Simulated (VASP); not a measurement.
**Al: single point with LDA**

Al:

```
Al
1.0
     0.00000    1.99744    1.99744
     1.99744    0.00000    1.99744
     1.99744    1.99744    0.00000
Al
1
Direct
  0.00000 0.00000 0.00000
```

This cell differs from its parent crystal: volume scaled by 0.96.

* Program: VASP 6.6.1
* Task: single point
* Functional: LDA
* Potentials or basis: VASP PAW LDA potentials, release 64 (Al)
* Cutoff: 520 eV
* k mesh: 11 × 11 × 11
* Occupations: fermi-dirac, width 0.05 eV
* Spin: no spin polarisation
* Dipole correction: no
* Further INCAR settings: ALGO = Normal; EDIFF = 1e-07; NBANDS = 8

* Pressure: -0.5 GPa

Levels at points of the mesh, in eV from the Fermi level:
| k point | band 1 | band 2 | band 3 | band 4 | band 5 | band 6 |
| --- | --- | --- | --- | --- | --- | --- |
| (0.00, 0.00, 0.00) | -11.35 | 12.75 | 12.75 | 12.75 | 14.34 | 14.34 |

Run time: 6.9 s on 1 thread of Intel Xeon 6975P-C (shared host), peak memory 0.12 GiB.
